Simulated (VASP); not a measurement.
# Mo (Im-3m) in VASP: notebook, part 2 of 2

VASP 6.6.1. Earlier steps stand in the parts before.

### 4 Single point, PBE+D3(BJ)

This run uses another cell than the first one, of 13.53 Å³/atom, 0.868 times its volume.

INCAR reads:

```
PREC     = Accurate       # precision mode
ENCUT    = 520            # plane-wave cutoff, eV
EDIFF    = 1E-6           # SCF threshold, eV
ISMEAR   = 0              # smearing method
SIGMA    = 0.1            # smearing width, eV
LREAL    = False          # projectors in reciprocal space
LASPH    = True           # aspherical terms in the spheres
NELM     = 100            # most SCF steps
ALGO     = Fast           # electronic algorithm
ISIF     = 2              # what is computed and relaxed
LWAVE    = False          # write WAVECAR
LCHARG   = False          # write CHGCAR
GGA      = PE             # functional
IVDW     = 12             # dispersion correction
NBANDS   = 13             # bands
```

KPOINTS reads:

```
regular mesh
0
Gamma
  20 20 20
```

POSCAR reads:

```
Mo
1.0
   -1.5009354859      1.5009354859      1.5009354859
    1.5009354859     -1.5009354859      1.5009354859
    1.5009354859      1.5009354859     -1.5009354859
Mo
1
Direct
    0.0000000000      0.0000000000      0.0000000000
```

Potentials or basis: VASP PAW PBE potentials, release 64 (Mo_sv).

On the command line:

```
cat potpaw_PBE.64/Mo_sv/POTCAR > POTCAR
mpirun -np 1 vasp_std > vasp.out
```

OUTCAR:

```text
PREC = Accurate
   ENCUT = 520
   EDIFF = 1E-6
   ISMEAR = 0
   LREAL = False
   LASPH = True
   NELM = 100
   ISIF = 2
   GGA = PE
   IVDW = 12
 IVDW          = 12

 ion  position               nearest neighbor table
   1  0.000  0.000  0.000-

  LATTYP: Found a body centered cubic cell.
 ALAT       =     3.0018709718

  Lattice vectors:

 A1 = (  -1.5009354859,   1.5009354859,   1.5009354859)
 A2 = (   1.5009354859,  -1.5009354859,   1.5009354859)
 A3 = (   1.5009354859,   1.5009354859,  -1.5009354859)

Analysis of symmetry for initial positions (statically):
=====================================================================
 Subroutine PRICEL returns:
 Original cell was already a primitive cell.

 Routine SETGRP: Setting up the symmetry group for a
 body centered cubic supercell.

 Subroutine GETGRP returns: Found 48 space group operations
 (whereof 48 operations were pure point group operations)
 out of a pool of 48 trial point group operations.

The static configuration has the point symmetry O_h .

Analysis of symmetry for dynamics (positions and initial velocities):
=====================================================================
 Subroutine PRICEL returns:
 Original cell was already a primitive cell.

 Routine SETGRP: Setting up the symmetry group for a
 body centered cubic supercell.

 Subroutine GETGRP returns: Found 48 space group operations
 (whereof 48 operations were pure point group operations)
 out of a pool of 48 trial point group operations.

The dynamic configuration has the point symmetry O_h .

 Subroutine INISYM returns: Found 48 space group operations
 (whereof 48 operations are pure point group operations),
 and found     1 'primitive' translations

----------------------------------------------------------------------------------------

                                     Primitive cell

[... 113 lines left out ...]
   GGA     = PE    functional components
   LHFCALC =     F    Hartree Fock is set to
   AEXX    =    0.0000 exact exchange contribution
   IVDW    =    12    specifies the selected vdW correction
   LEPSILON=     F    determine dielectric tensor
   LRPA    =     F    only Hartree local field effects (RPA)
 non-spin polarized calculation
 RMM-DIIS sequential band-by-band and
 Gauss-broadening in eV      SIGMA  =   0.10
  energy-cutoff  :      520.00
  volume of cell :       13.53
 maximum number of plane-waves:       376
   NGX =  9   NGY =  9   NGZ =  9

 number of electron      14.0000002 magnetization

 Free energy of the ion-electron system (eV)
  ---------------------------------------------------
  ext. energy  EPLUGINS =         0.00000000
  ---------------------------------------------------
  free energy    TOTEN  =       -10.58371413 eV

  energy without entropy =      -10.58067857  energy(sigma->0) =      -10.58219635

 E-fermi :  15.1269     XC(G=0): -14.2252

 val. band max:       15.1242564951   @ k =  -0.3000   0.3500   0.1500
 cond. band min:      15.1415262741   @ k =  -0.2000   0.2000   0.2000
 fundamental gap:      0.0172697790
 Fermi energy:        15.1268911690

 k-point     1 :       0.0000    0.0000    0.0000
  band No.  band energies     occupation
      1     -46.2901      2.00000
      2     -19.1294      2.00000
      3     -19.1294      2.00000
      4     -19.1294      2.00000
      5       7.4309      2.00000
      6      13.3902      2.00000
      7      13.3902      2.00000
      8      13.3902      2.00000
      9      16.9888      0.00000
     10      16.9888      0.00000
     11      30.0673      0.00000
     12      30.0673      0.00000
     13      30.0673      0.00000
[... 354 lines left out ...]
  band No.  band energies     occupation
      1     -45.9684      2.00000
      2     -20.6194      2.00000
      3     -19.6120      2.00000
      4     -19.2227      2.00000
      5       9.8478      2.00000
      6      11.6920      2.00000
      7      13.3372      2.00000
      8      16.2512      0.00000
      9      17.6654      0.00000
     10      18.2512      0.00000
     11      30.1370      0.00000
     12      32.1698      0.00000
     13      35.8113      0.00000

 [... further k-points ...]

------------------------ aborting loop because EDIFF is reached ----------------------------------------

 Edisp (eV)   -0.83034

 E8    (eV) :    -0.3923

  FORCE on cell =-STRESS in cart. coord.  units (eV):
  Direction    XX          YY          ZZ          XY          YZ          ZX
  --------------------------------------------------------------------------------------
  -------------------------------------------------------------------------------------
  Total       3.88315     3.88315     3.88315     0.00000     0.00000     0.00000
  in kB     459.99042   459.99042   459.99042     0.00000     0.00000     0.00000
  external pressure =      459.99 kB  Pullay stress =        0.00 kB

 VOLUME and BASIS-vectors are now :
 -----------------------------------------------------------------------------
  energy-cutoff  :      520.00
  volume of cell :       13.53
      direct lattice vectors                 reciprocal lattice vectors
    -1.500935486  1.500935486  1.500935486     0.000000000  0.333125577  0.333125577
     1.500935486 -1.500935486  1.500935486     0.333125577  0.000000000  0.333125577
     1.500935486  1.500935486 -1.500935486     0.333125577  0.333125577  0.000000000

 POSITION                                       TOTAL-FORCE (eV/Angst)
 -----------------------------------------------------------------------------------
      0.00000      0.00000      0.00000        -0.000000      0.000000      0.000000
 -----------------------------------------------------------------------------------
    total drift:                                0.000000     -0.000000      0.000000

  FREE ENERGIE OF THE ION-ELECTRON SYSTEM (eV)
  ---------------------------------------------------
  free  energy   TOTEN  =       -11.4140583647 eV

  energy  without entropy=      -11.4110227981  energy(sigma->0) =      -11.41254058
```

Run time: 24 s. Hardware: 1 thread of Intel Xeon Platinum 8375C at 2.90GHz (Ice Lake), shared host; peak memory 0.17 GiB.

What came out:

```
Free energy                : -11.4141 eV
Pressure                   : 46.0 GPa
Band gap on the k mesh     : zero (band 7 reaches 19.94 eV, above the bottom of band 8 at 13.39 eV)
Dispersion energy per atom : -0.830 eV
```

Caveat: pairwise dispersion overbinds metals, which lowers pressure and volume.

### 5 Relaxation of cell and atoms, PBE+D3(BJ), target pressure 45 GPa, at which the enthalpy is minimised

INCAR reads:

```
ALGO = Normal
EDIFF = 1E-7
EDIFFG = -0.002
ENCUT = 600
GGA = PE
IBRION = 2
ISIF = 3
ISMEAR = 0
IVDW = 12
LASPH = T
LCHARG = F
LREAL = F
LWAVE = F
NELM = 60
NSW = 100
PREC = Accurate
PSTRESS = 450.0
SIGMA = 0.1
```

KPOINTS reads:

```
k-points
0
Gamma
  18 18 18
```

POSCAR reads:

```
Mo
1.0
   -1.5734150000      1.5734150000      1.5734150000
    1.5734150000     -1.5734150000      1.5734150000
    1.5734150000      1.5734150000     -1.5734150000
Mo
1
Direct
    0.0000000000      0.0000000000      0.0000000000
```

On the command line:

```
cat potpaw_PBE.64/Mo_sv/POTCAR > POTCAR
mpirun -np 1 vasp_std > vasp.out
```

It took 2.3 min on 1 thread of Intel Xeon Platinum 8375C at 2.90GHz (Ice Lake), shared host; peak memory 0.2 GiB.

The run converged. Its results:

- Free energy: -11.4251 eV
- Relaxed volume: 13.57 Å³/atom
- Relaxed cell: a = 2.603 Å, b = 2.603 Å, c = 2.603 Å, α = 109.47°, β = 109.47°, γ = 109.47°
- Space group after relaxing (to 0.05 Å): Im-3m (No. 229)
- Energy change on relaxing (the enthalpy is what falls): +223.3 meV/atom
- Ionic steps: 15
- Pressure after relaxing: 45.0 GPa
- Band gap on the k mesh: zero (band 7 reaches 19.85 eV, above the bottom of band 8 at 13.33 eV)
- Dispersion energy per atom: -0.827 eV

Step by step:
| step | energy change (eV) | largest force (eV/Å) | pressure (GPa) | volume (Å³) |
| --- | --- | --- | --- | --- |
| 1 | 0.0000 | 0.0000 | -3.82 | 15.58 |
| 2 | 12.9831 | 0.0000 | 940.23 | 7.14 |
| 3 | 0.0988 | 0.0000 | 28.17 | 14.12 |
| 4 | 0.1612 | 0.0000 | 37.22 | 13.81 |
| 5 | 0.2242 | 0.0000 | 45.11 | 13.57 |
| 6 | 0.2135 | 0.0000 | 43.83 | 13.61 |
| 7 | 0.2144 | 0.0000 | 43.94 | 13.60 |
| 8 | 0.2173 | 0.0000 | 44.28 | 13.59 |
| 9 | 0.2173 | 0.0000 | 44.27 | 13.59 |
| 10 | 0.2175 | 0.0000 | 44.30 | 13.59 |
| 11 | 0.2178 | 0.0000 | 44.33 | 13.59 |
| 12 | 0.2184 | 0.0000 | 44.42 | 13.59 |
| 13 | 0.2197 | 0.0000 | 44.57 | 13.58 |
| 14 | 0.2222 | 0.0000 | 44.87 | 13.57 |
| 15 | 0.2233 | 0.0000 | 45.00 | 13.57 |

Final structure:
```
CELL_PARAMETERS angstrom
-1.50261 1.50261 1.50261
1.50261 -1.50261 1.50261
1.50261 1.50261 -1.50261
ATOMIC_POSITIONS crystal
Mo 0.00000 0.00000 0.00000
```

Levels at points of the mesh, in eV from the Fermi level:
| k point | band 3 | band 4 | band 5 | band 6 | band 7 | band 8 | band 9 | band 10 | band 11 |
| --- | --- | --- | --- | --- | --- | --- | --- | --- | --- |
| (0.00, 0.00, 0.00) | -34.27 | -34.27 | -7.68 | -1.73 | -1.73 | -1.73 | 1.86 | 1.86 | 14.95 |
| (0.50, 0.00, 0.00) | -34.94 | -34.30 | -6.29 | -4.20 | 1.99 | 2.25 | 2.74 | 5.76 | 12.16 |
| (0.50, 0.50, 0.50) | -35.73 | -35.73 | -6.69 | -6.69 | 4.79 | 4.79 | 4.79 | 10.22 | 10.22 |

Caveat: the cell is relaxed towards a set pressure, so the enthalpy falls and the energy may rise; pairwise dispersion overbinds metals, which lowers pressure and volume.

### 6 Relaxation of cell and atoms, PBE+D3(BJ), target pressure 45 GPa, at which the enthalpy is minimised

This run uses another cell than the first one, of 13.54 Å³/atom, 0.869 times its volume.

INCAR reads:

```
SYSTEM = Mo
PREC = Accurate
ENCUT = 600
EDIFF = 1E-6
ISMEAR = 0
SIGMA = 0.1
LREAL = .FALSE.
LASPH = .TRUE.
NELM = 100
ALGO = Normal
ISIF = 3
LWAVE = .FALSE.
LCHARG = .FALSE.
GGA = PE
IVDW = 12
IBRION = 2
NSW = 100
EDIFFG = -0.002
PSTRESS = 450.0
```

KPOINTS reads:

```
regular mesh
0
G
  20 20 20
  0 0 0
```

POSCAR reads:

```
Mo
1.0
   -1.5015406762      1.5015406762      1.5015406762
    1.5015406762     -1.5015406762      1.5015406762
    1.5015406762      1.5015406762     -1.5015406762
Mo
1
Direct
    0.0000000000      0.0000000000      0.0000000000
```

Potentials or basis: VASP PAW PBE potentials, release 64 (Mo_sv).

On the command line:

```
cat potpaw_PBE.64/Mo_sv/POTCAR > POTCAR
mpirun -np 1 vasp_std > vasp.out
```

OUTCAR:

```text
SYSTEM = Mo
   PREC = Accurate
   ENCUT = 600
   EDIFF = 1E-6
   ISMEAR = 0
   LREAL = .FALSE.
   LASPH = .TRUE.
   NELM = 100
   ISIF = 3
   GGA = PE
   IVDW = 12
   IBRION = 2
   NSW = 100
   EDIFFG = -0.002
   PSTRESS = 450.0
 IVDW          = 12

 ion  position               nearest neighbor table
   1  0.000  0.000  0.000-

  LATTYP: Found a body centered cubic cell.
 ALAT       =     3.0030813524

  Lattice vectors:

 A1 = (  -1.5015406762,   1.5015406762,   1.5015406762)
 A2 = (   1.5015406762,  -1.5015406762,   1.5015406762)
 A3 = (   1.5015406762,   1.5015406762,  -1.5015406762)

Analysis of symmetry for initial positions (statically):
=====================================================================
 Subroutine PRICEL returns:
 Original cell was already a primitive cell.

 Routine SETGRP: Setting up the symmetry group for a
 body centered cubic supercell.

 Subroutine GETGRP returns: Found 48 space group operations
 (whereof 48 operations were pure point group operations)
 out of a pool of 48 trial point group operations.

The static configuration has the point symmetry O_h .

Analysis of symmetry for dynamics (positions and initial velocities):
=====================================================================
 Subroutine PRICEL returns:
 Original cell was already a primitive cell.

 Routine SETGRP: Setting up the symmetry group for a
 body centered cubic supercell.

 Subroutine GETGRP returns: Found 48 space group operations
 (whereof 48 operations were pure point group operations)
 out of a pool of 48 trial point group operations.
[... 145 lines left out ...]
  ext. energy  EPLUGINS =         0.00000000
  ---------------------------------------------------
  free energy    TOTEN  =       -10.58942481 eV

  energy without entropy =      -10.58637529  energy(sigma->0) =      -10.58790005

------------------------ aborting loop because EDIFF is reached ----------------------------------------

 Edisp (eV)   -0.82930

 E8    (eV) :    -0.3918
[... 73 lines left out ...]
--------------------------------------- Ionic step        3  -------------------------------------------

 number of electron      14.0000001 magnetization

 Free energy of the ion-electron system (eV)
  ---------------------------------------------------
  ext. energy  EPLUGINS =         0.00000000
  ---------------------------------------------------
  free energy    TOTEN  =       -10.59289383 eV

  energy without entropy =      -10.58983500  energy(sigma->0) =      -10.59136441

 E-fermi :  15.0909     XC(G=0): -14.2135

 val. band max:       15.0890052866   @ k =  -0.3000   0.3500   0.1500
 cond. band min:      15.1068886296   @ k =  -0.2000   0.2000   0.2000
 fundamental gap:      0.0178833430
 Fermi energy:        15.0908937562

 k-point     1 :       0.0000    0.0000    0.0000
  band No.  band energies     occupation
      1     -46.3231      2.00000
      2     -19.1703      2.00000
      3     -19.1703      2.00000
      4     -19.1703      2.00000
      5       7.4002      2.00000
      6      13.3595      2.00000
      7      13.3595      2.00000
      8      13.3595      2.00000
      9      16.9499      0.00000
     10      16.9499      0.00000
     11      30.0306      0.00000
[... 309 lines left out ...]
 k-point    24 :       0.2500    0.1000    0.0000
  band No.  band energies     occupation
      1     -46.0038      2.00000
      2     -20.6516      2.00000
      3     -19.6501      2.00000
      4     -19.2631      2.00000
      5       9.8197      2.00000
      6      11.6657      2.00000
      7      13.3017      2.00000
      8      16.2140      0.00000
      9      17.6237      0.00000
     10      18.2069      0.00000
     11      30.0916      0.00000

 [... further k-points ...]

------------------------ aborting loop because EDIFF is reached ----------------------------------------

 Edisp (eV)   -0.82866

 E8    (eV) :    -0.3915
[... 28 lines left out ...]
  energy  without entropy=      -11.4184954982  energy(sigma->0) =      -11.42002492

  enthalpy is  TOTEN    =        -7.6153248051 eV   P V=        3.8062295276

 reached required accuracy - stopping structural energy minimisation
```

CONTCAR:

```text
Mo
   1.00000000000000
    -1.5019115269480938    1.5019115269480938    1.5019115269480938
     1.5019115269480938   -1.5019115269480938    1.5019115269480938
     1.5019115269480938    1.5019115269480938   -1.5019115269480938
  Mo
     1
Direct
     0.0000000000000000    0.0000000000000000    0.0000000000000000

  0.00000000E+00  0.00000000E+00  0.00000000E+00
```

It took 40 s on 1 thread of Intel Xeon Platinum 8375C at 2.90GHz (Ice Lake), shared host; peak memory 0.19 GiB.

What came out:

```yaml
Free_energy: -11.4216 eV
Relaxed_volume: 13.55 Å³/atom
Relaxed_cell: a = 2.601 Å, b = 2.601 Å, c = 2.601 Å, α = 109.47°, β = 109.47°, γ = 109.47°
Space_group_after_relaxing_to_0.05_Å: Im-3m (No. 229)
Energy_change_on_relaxing_the_enthalpy_is_what_falls: -2.8 meV/atom
Ionic_steps: 3
Pressure_after_relaxing: 45.0 GPa
Band_gap_on_the_k_mesh: zero (band 7 reaches 19.89 eV, above the bottom of band 8 at 13.36 eV)
Dispersion_energy_per_atom: -0.829 eV
```

The path:
```tsv
step	energy change (eV)	largest force (eV/Å)	pressure (GPa)	volume (Å³)
1	0.0000	0.0000	45.35	13.54
2	-0.0159	0.0000	43.47	13.60
3	-0.0028	0.0000	45.01	13.55
```

Final structure:
```xyz
1
Lattice="-1.5019 1.5019 1.5019 1.5019 -1.5019 1.5019 1.5019 1.5019 -1.5019" Properties=species:S:1:pos:R:3 pbc="T T T"
Mo    0.0000    0.0000    0.0000
```

Caveat: the cell is relaxed towards a set pressure, so the enthalpy falls and the energy may rise; pairwise dispersion overbinds metals, which lowers pressure and volume.

### 7 Summary

| task | cell | k mesh | cutoff (eV) | gap on the mesh (eV) | pressure (GPa) |
| --- | --- | --- | --- | --- | --- |
| single point | a = 2.725 Å, angles 109.5°, 1 atom | 8 × 8 × 8 | 520 | none | -3.1 |
| single point | a = 2.601 Å, angles 109.5°, 1 atom | 18 × 18 × 18 | 520 | none | 46.0 |
| single point | a = 2.600 Å, angles 109.5°, 1 atom | 20 × 20 × 20 | 520 | none | 46.0 |
| relaxation of cell and atoms | relaxed to 45 GPa from a = 2.725 Å, angles 109.5°, 1 atom | 18 × 18 × 18 | 600 | none | 45.0 |
| relaxation of cell and atoms | relaxed to 45 GPa from a = 2.601 Å, angles 109.5°, 1 atom | 20 × 20 × 20 | 600 | none | 45.0 |

Alike in all rows: level PBE+D3(BJ); potentials or basis VASP PAW PBE potentials, release 64 (Mo_sv); no spin polarisation; smearing gaussian 0.1 eV.

Caveats: pairwise dispersion overbinds metals, which lowers pressure and volume; the cell is relaxed towards a set pressure, so the enthalpy falls and the energy may rise (some runs).

Absolute energies hang on the potentials; compare differences alone.
